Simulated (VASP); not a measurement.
Crystal: TiO2.

```xyz
6
Lattice="-1.8535 1.8535 4.6602 1.8535 -1.8535 4.6602 1.8535 1.8535 -4.6602" Properties=species:S:1:pos:R:3 pbc="T T T"
Ti    0.0000    1.8535    2.3301
Ti    0.0000    0.0000    0.0000
O     0.0000    0.0000    7.3808
O     0.0000    1.8535    0.3905
O     0.0000    1.8535    4.2697
O     0.0000    0.0000    1.9396
```

Base run:

| Property | Result |
| --- | --- |
| Program | VASP 6.6.1 |
| Functional | BLYP |
| Potentials or basis | VASP PAW PBE potentials, release 64 (Ti_sv, O) |
| Cutoff | 520 eV |
| k mesh | 10 × 10 × 10 |
| Occupations | fermi-dirac, width 0.05 eV |
| Spin | no spin polarisation |

Its results: band gap on the k mesh 2.25 eV (least direct gap 2.57 eV); pressure 28.2 GPa; largest force 0.638 eV/Å.

Task: The run is repeated on the same cell with these changes: functional from BLYP to LDA; potentials or basis from VASP PAW PBE potentials, release 64 (Ti_sv, O) to VASP PAW LDA potentials, release 64 (Ti_sv, O). What comes out?

Result: Band gap on the k mesh 2.13 eV (least direct gap 2.46 eV); pressure 9.5 GPa; largest force 0.309 eV/Å.

Caveats: the cell stands under pressure; the PAW data sets were made with another functional, which shifts forces and pressure a little (at least some runs).

A k mesh can miss the band edges.
